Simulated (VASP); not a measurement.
Write the native input for VASP 6.6.1 that does the following.

```
Task                   : single point
Functional             : r2SCAN
Potentials or basis    : VASP PAW PBE potentials, release 64 (Cu, I)
Cutoff                 : 520 eV
k mesh                 : 8 × 8 × 8
Occupations            : gaussian, width 0.02 eV
Spin                   : no spin polarisation
Dipole correction      : no
Further INCAR settings : ALGO = Normal; EDIFF = 1e-06; NBANDS = 16
```

The system is CuI.

```
CELL_PARAMETERS angstrom
0.00000 2.91853 2.91853
2.91853 0.00000 2.91853
2.91853 2.91853 0.00000
ATOMIC_POSITIONS crystal
Cu 0.25000 0.25000 0.25000
I 0.00000 0.00000 0.00000
```

These files were run (other wordings do the same):

POSCAR

```
CuI
1.0
    0.0000000000      2.9185273325      2.9185273325
    2.9185273325      0.0000000000      2.9185273325
    2.9185273325      2.9185273325      0.0000000000
Cu I
1 1
Direct
    0.2500000000      0.2500000000      0.2500000000
    0.0000000000      0.0000000000      0.0000000000
```

INCAR.step1

```
SYSTEM = CuI
PREC = Accurate ; ENCUT = 520
ISMEAR = 0 ; SIGMA = 0.02
LREAL = .FALSE. ; LASPH = .TRUE.
NELM = 100 ; NBANDS = 16
GGA = PE ; ALGO = Normal
EDIFF = 1E-4 ; LWAVE = .TRUE.
LCHARG = .FALSE.
```

INCAR.step2

```
SYSTEM = CuI
PREC = Accurate ; ENCUT = 520
EDIFF = 1E-6 ; ISMEAR = 0
SIGMA = 0.02 ; LREAL = .FALSE.
LASPH = .TRUE. ; NELM = 100
ALGO = Normal ; ISIF = 2
LWAVE = .FALSE. ; LCHARG = .FALSE.
METAGGA = R2SCAN ; LMIXTAU = .TRUE.
NBANDS = 16 ; ISTART = 1
```

KPOINTS

```
Automatic mesh
0
G
  8 8 8
  0 0 0
```

Potentials or basis: VASP PAW PBE potentials, release 64 (Cu, I).

Run with:

```sh
$ cat potpaw_PBE.64/Cu/POTCAR potpaw_PBE.64/I/POTCAR > POTCAR
$ cp INCAR.step1 INCAR
$ mpirun -np 1 vasp_std > vasp.out
$ cp INCAR.step2 INCAR
$ mpirun -np 1 vasp_std > vasp.out
```

Results of the run:

| Property | Result |
| --- | --- |
| Pressure | 5.2 GPa |
| Band gap on the k mesh | 1.98 eV |

Caveat: the cell stands under pressure; the PAW data sets were made with another functional, which shifts forces and pressure a little; spin-orbit coupling is left out, which moves the levels of the heavy elements.

Run time: 110 s on 1 thread of Intel Xeon 8259CL (shared host), peak memory 0.2 GiB.
